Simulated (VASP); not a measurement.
Fe, 2 atoms in the cell. It takes space group P6_3/mmc (No. 194, hexagonal). Conventional cell: a = 2.347 Å, b = 2.347 Å, c = 3.797 Å, α = 90.00°, β = 90.00°, γ = 120.00°. Fe (site symmetry -6m2) has 12 Fe at 2.33 to 2.35 Å within 3.1 Å. This isn't the form of Fe at room conditions, which is bcc.

* Program: VASP 6.6.1
* Task: relaxation of cell and atoms
* Functional: PBEsol
* Potentials or basis: VASP PAW PBE potentials, release 64 (Fe)
* Cutoff: 600 eV
* k mesh: 15 × 15 × 8
* Occupations: fermi-dirac, width 0.1 eV
* Spin: collinear spin, ferromagnetic start
* Starting moments: [4.5, 4.5] μB
* Dipole correction: no
* Further INCAR settings: ALGO = Normal; EDIFF = 1e-07; IBRION = 2; EDIFFG = -0.02; NSW = 80; ISIF = 3

Potentials or basis: VASP PAW PBE potentials, release 64 (Fe).

Run with:

```bash
$ cat potpaw_PBE.64/Fe/POTCAR > POTCAR
$ mpirun -np 1 vasp_std > vasp.out
```

Hardware: 1 thread of Intel Xeon 8259CL, on a shared host.

Task: How long does it take, and how much memory?

Result: Run time: 9.1 min on 1 thread of Intel Xeon 8259CL (shared host), peak memory 0.21 GiB. Counts: scf iterations 74, k points 135, ion steps 9.
